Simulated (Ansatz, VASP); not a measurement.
AlN: VASP beside Ansatz

```
CELL_PARAMETERS angstrom
0.00000 2.18399 2.18399
2.18399 0.00000 2.18399
2.18399 2.18399 0.00000
ATOMIC_POSITIONS crystal
Al 0.97572 0.00000 0.00000
N 0.75000 0.75000 0.75000
```

Change from the starting cell: all Al atoms moved +0.075 Å, as atom 1 towards its neighbour atom 1 (Al) at 3.089 Å.

Alike in both runs: task single point; functional r2SCAN; k mesh 10 × 10 × 10; occupations gaussian, width 0.05 eV; no spin polarisation.

|  | VASP | Ansatz |
| --- | --- | --- |
| version | VASP 6.6.1 | Ansatz 0.2.0 |
| potentials or method | VASP PAW PBE potentials, release 64 (Al, N), cutoff 520 eV | scalar-relativistic, plane waves, PAW |
| valence electrons in the cell | 8 | 8 |

```tsv
	VASP	Ansatz	Ansatz less VASP
gap on the k mesh at the Fermi level (eV)	3.73	3.74	+0.007
least direct gap on the mesh (eV)	4.68	4.64	-0.039
pressure (GPa)	0.6	1.0	+0.35
traceless stress, the component that is largest in VASP (GPa)	3.68	3.59	-0.083
rms of the force components (eV/Å)	0.671	0.662	-0.0082
```

VASP's potentials were made for PBE, not for r2SCAN. Atom by atom the forces differ by 0.008 eV/Å (rms over components). With one functional, cell and mesh, what is left measures potentials, basis and numerics.
